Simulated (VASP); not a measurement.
In: single point with PBEsol

Crystal: In.

```
In
1.0
    -1.71689    1.71689    1.71689
     1.71689   -1.71689    1.71689
     1.71689    1.71689   -1.71689
In
1
Direct
  0.00000 0.00000 0.00000
```

This isn't the form of In at room conditions, which is tetragonal.

| Item | Value |
| --- | --- |
| Program | VASP 6.6.1 |
| Task | single point |
| Functional | PBEsol |
| Potentials or basis | VASP PAW PBE potentials, release 64 (In_d) |
| Cutoff | 500 eV |
| k mesh | 15 × 15 × 15 |
| Occupations | gaussian, width 0.1 eV |
| Spin | no spin polarisation |
| Dipole correction | no |
| Further INCAR settings | ALGO = Normal; EDIFF = 1e-06; NBANDS = 12 |

- Pressure: 19.9 GPa
- Band gap on the k mesh: zero (an odd number of electrons rules out a gap without spin polarisation)

Levels at points of the mesh, in eV from the Fermi level:
```csv
k point,band 3,band 4,band 5,band 6,band 7,band 8,band 9,band 10
"(0.00, 0.00, 0.00)",-15.12,-14.60,-14.60,-11.66,13.60,13.60,13.60,14.20
```

Wall time 13 s on 1 thread of AMD EPYC 9R45 96-Core Processor (Zen 5), with other jobs on the host, peak memory 0.12 GiB.

Caveat: the cell stands under pressure; the PAW data sets were made with another functional, which shifts forces and pressure a little; spin-orbit coupling is left out, which moves the levels of the heavy elements.
